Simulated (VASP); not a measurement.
A run of VASP 6.6.1:

The input INCAR:

```
PREC = Accurate
ENCUT = 520
EDIFF = 1E-6
ISMEAR = 0
SIGMA = 0.05
LREAL = F
LASPH = T
NELM = 60
ALGO = Normal
ISIF = 2
LWAVE = F
LCHARG = T
GGA = PS
LELF = T
LVHAR = T
NBANDS = 28
```

The input KPOINTS:

```
Automatic mesh
0
Gamma
  8 8 8
```

File POSCAR:

```
SrTiO3
1.0
    3.8911201355      0.0000000000      0.0000000000
    0.0000000000      3.8911201355      0.0000000000
    0.0000000000      0.0000000000      3.8911201355
Sr Ti O
1 1 3
Direct
    0.0000000000      0.0000000000      0.0000000000
    0.4691605512      0.5000000000      0.5000000000
    0.0000000000      0.5000000000      0.5000000000
    0.5000000000      0.0000000000      0.5000000000
    0.5000000000      0.5000000000      0.0000000000
```

Potentials or basis: VASP PAW PBE potentials, release 64 (Sr_sv, Ti_sv, O).

Launch:

```bash
$ cat potpaw_PBE.64/Sr_sv/POTCAR potpaw_PBE.64/Ti_sv/POTCAR potpaw_PBE.64/O/POTCAR > POTCAR
$ mpirun -np 1 vasp_std > vasp.out
```

Hardware: 1 thread of Intel Xeon 8259CL (shared host).

Task: Estimate the wall time of this run.

Result: It took 3.2 min on 1 thread of Intel Xeon 8259CL (shared host), peak memory 0.26 GiB. Counts: scf iterations 17, k points 75.
